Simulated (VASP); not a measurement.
A run of VASP 6.6.1 is set up as follows.

INCAR

```
SYSTEM = Sn
PREC = Accurate ; ENCUT = 520
EDIFF = 1E-7 ; ISMEAR = 0
SIGMA = 0.1 ; LREAL = .False.
LASPH = .True. ; NELM = 100
ALGO = Fast ; ISIF = 2
LWAVE = .False. ; LCHARG = .False.
GGA = PE ; NBANDS = 21
```

Contents of KPOINTS:

```
Automatic mesh
0
Gamma
  14 14 14
  0 0 0
```

The input POSCAR:

```
Sn
1.0
   -2.9038030240      2.9038030240      1.5833510338
    2.9038030240     -2.9038030240      1.5833510338
    2.9038030240      2.9038030240     -1.5833510338
Sn
2
Direct
    0.7500000000      0.2500000000      0.5000000000
    0.0000000000      0.0000000000      0.0000000000
```

Potentials or basis: VASP PAW PBE potentials, release 64 (Sn_d).

Launch:

```sh
$ cat potpaw_PBE.64/Sn_d/POTCAR > POTCAR
$ mpirun -np 1 vasp_std > vasp.out
```

**Question.** What does it give for the pressure?

**Answer.** 3.4 GPa.

**Question.** Estimate the band gap on the k mesh.

**Answer.** Zero (bands 14 and 15 overlap by 4.13 eV).

Caveat: the cell stands under pressure; spin-orbit coupling is left out, which moves the levels of the heavy elements.
